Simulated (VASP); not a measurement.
Wanted: the native input for a VASP 6.6.1 run.

* Task: relaxation of the atoms
* Functional: PBE
* Potentials or basis: VASP PAW PBE potentials, release 64 (Ag, I)
* Cutoff: 450 eV
* k mesh: 6 × 6 × 4
* Occupations: gaussian, width 0.02 eV
* Spin: no spin polarisation
* Dipole correction: no
* Further INCAR settings: ALGO = Normal; EDIFF = 1e-07; IBRION = 2; EDIFFG = -0.008; NSW = 60

The structure of AgI lies in POSCAR:

```
AgI
1.0
    4.4754039147      0.0000000000      0.0000000000
   -2.2377019574      3.8758134823      0.0000000000
    0.0000000000      0.0000000000      7.3163814550
Ag I
2 2
Direct
    0.3333333333      0.6666666667      0.0024494355
    0.6666666667      0.3333333333      0.5024494355
    0.3333333333      0.6666666667      0.3774505645
    0.6666666667      0.3333333333      0.8774505645
```

This cell differs from its parent crystal: equal strain along all axes, cell held: -4.5 %.

The input as run:

INCAR

```
ALGO = Normal
EDIFF = 1E-7
EDIFFG = -0.008
ENCUT = 450
GGA = PE
GGA_COMPAT = False
IBRION = 2
ISIF = 2
ISMEAR = 0
LASPH = True
LCHARG = False
LREAL = False
LWAVE = False
NELM = 120
NELMIN = 4
NSW = 60
PREC = Accurate
SIGMA = 0.02
```

KPOINTS

```
k-points
0
Gamma
  6 6 4
```

Potentials or basis: VASP PAW PBE potentials, release 64 (Ag, I).

Run with:

```bash
$ cat potpaw_PBE.64/Ag/POTCAR potpaw_PBE.64/I/POTCAR > POTCAR
$ mpirun -np 1 vasp_std > vasp.out
```

It gave:

- Energy gained by relaxing: 0.0 meV/atom
- Ionic steps: 2
- Pressure after relaxing: 5.1 GPa
- Largest force after relaxing: 0.008 eV/Å
- Band gap on the k mesh: 1.38 eV

Caveat: the cell differs from its parent crystal (equal strain along all axes, cell held: -4.5 %); spin-orbit coupling is left out, which moves the levels of the heavy elements.

It took 120 s on 1 thread of Oxide Virtual Turin-like Processor, with other jobs on the host, peak memory 0.21 GiB.
